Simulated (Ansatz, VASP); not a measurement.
# One calculation of La, two programs

```xyz
4
Lattice="3.7743 0.0000 0.0000 -1.8872 3.2687 0.0000 0.0000 0.0000 12.1490" Properties=species:S:1:pos:R:3 pbc="T T T"
La    0.0000    0.0000    0.0000
La    0.0000    0.0000    6.0745
La    0.0000    2.1791    9.1117
La    1.8872    1.0896    3.0372
```

Alike in both runs: functional PBE; k mesh 15 × 15 × 4; occupations fermi-dirac, width 0.15 eV; no spin polarisation.

Ansatz relaxed the structure, and its values are those at the end. VASP's run is a single point on that final structure, the one shown.

|  | VASP | Ansatz |
| --- | --- | --- |
| version | VASP 6.6.1 | Ansatz 0.2.0 |
| potentials or method | VASP PAW PBE potentials, release 64 (La), cutoff 520 eV | scalar-relativistic, plane waves, PAW |
| valence electrons in the cell | 44 | 44 |

|  | VASP | Ansatz | Ansatz less VASP |
| --- | --- | --- | --- |
| gap on the k mesh at the Fermi level (eV) | none | none | - |
| pressure (GPa) | 0.1 | 0.0 | -0.06 |

A gap of «none» marks a metal or a gap that the smearing closes.

Neither program's run includes spin-orbit coupling.
